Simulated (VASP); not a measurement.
Input of a VASP 6.6.1 run:

INCAR

```
ALGO = Fast
EDIFF = 1E-6
ENCUT = 520
GGA = PS
ISIF = 2
ISMEAR = 0
LASPH = True
LCHARG = True
LELF = True
LREAL = False
LVHAR = True
LWAVE = False
NBANDS = 11
NELM = 60
PREC = Accurate
SIGMA = 0.15
```

Contents of KPOINTS:

```
k-points
0
Gamma
  20 20 20
```

The input POSCAR:

```
Pt
1.0
    0.0000000000      1.8991630000      1.8991630000
    1.9579000000     -0.0587370000      1.9579000000
    1.9579000000      1.9579000000     -0.0587370000
Pt
1
Direct
    0.0000000000      0.0000000000      0.0000000000
```

Potentials or basis: VASP PAW PBE potentials, release 64 (Pt).

The run is started by

```sh
$ cat potpaw_PBE.64/Pt/POTCAR > POTCAR
$ mpirun -np 1 vasp_std > vasp.out
```

Problem. What does it give for the band gap on the k mesh?

Solution. Zero (band 5 reaches 11.79 eV, above the bottom of band 6 at 9.41 eV).

Problem. What does it give for the pressure?

Solution. 1.2 GPa.

Stress tensor (GPa, compression positive):
```
-1.01  0.00  0.00
 0.00  2.37  5.31
 0.00  5.31  2.37
```

Caveat: the cell differs from its parent crystal (strain -0.0600 x Voigt [0, 0, 0, 1, 0, 0]); the PAW data sets were made with another functional, which shifts forces and pressure a little; spin-orbit coupling is left out, which moves the levels of the heavy elements.
